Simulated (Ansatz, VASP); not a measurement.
**NaI: VASP beside Ansatz**

Contents of POSCAR:

```
NaI
1.0
    4.1556919904      0.0000000000      0.0000000000
    0.0000000000      4.1556919904      0.0000000000
    0.0000000000      0.0000000000      4.1556919904
Na I
1 1
Direct
    0.0000000000      0.0000000000      0.0000000000
    0.5000000000      0.5000000000      0.5000000000
```

The input INCAR.step1:

```
PREC = Accurate
ENCUT = 520
ISMEAR = 0
SIGMA = 0.01
LREAL = False
LASPH = True
NELM = 100
NBANDS = 14
GGA = PE
ALGO = Normal
EDIFF = 1E-4
LWAVE = True
LCHARG = False
```

The input INCAR.step2:

```
PREC = Accurate
ENCUT = 520
EDIFF = 1E-6
ISMEAR = 0
SIGMA = 0.01
LREAL = False
LASPH = True
NELM = 100
ALGO = Normal
ISIF = 2
LWAVE = False
LCHARG = True
METAGGA = R2SCAN
LMIXTAU = True
LELF = True
LVHAR = True
NBANDS = 14
ISTART = 1
```

File KPOINTS:

```
regular mesh
0
Gamma
  6 6 6
```

Input for Ansatz:

```yaml
crystal:
  lattice:
    - [4.1556919904, 0.0, 0.0]
    - [0.0, 4.1556919904, 0.0]
    - [0.0, 0.0, 4.1556919904]
  atoms:
    - { symbol: Na, position: [0.0, 0.0, 0.0] }
    - { symbol: I, position: [0.5, 0.5, 0.5] }
kpoints:
  mp_grid: { grid: [6, 6, 6] }
  band_path:
    path: [[0.0, 0.0, 0.0], [0.0, 0.5, 0.0], [0.5, 0.5, 0.0], [0.5, 0.5, 0.5]]
    npoints: 1
hamiltonian:
  xc: r2scan
scf:
  occupations: { method: fixed }
  n_extra_bands: 4
output:
  forces: true
  stress: true
  eigenvalues: true
```

Change from the starting cell: hydrostatic strain +2.9%.

Alike in both runs: task single point; functional r2SCAN; k mesh 6 × 6 × 6; no spin polarisation.

```csv
,VASP,Ansatz
version,VASP 6.6.1,Ansatz 0.2.0
potentials or method,"VASP PAW PBE potentials, release 64 (Na_pv, I)","plane waves, PAW"
plane-wave cutoff (eV),520,500
occupations,"gaussian, width 0.01 eV",fixed
valence electrons in the cell,14,26
```

VASP gave:

| Property | Result |
| --- | --- |
| gap on the k mesh at the Fermi level (eV) | 2.93 |
| pressure (GPa) | -1.2 |

**Question.** Which values does Ansatz return?

**Answer.** gap on the k mesh at the Fermi level (eV): 2.92; pressure (GPa): -1.2.

VASP's potentials were made for PBE, not for r2SCAN. VASP's potentials hold 14 valence electrons a cell and Ansatz's 26, so a difference there can come from the potentials and not from the codes.

Spin-orbit coupling is off throughout.
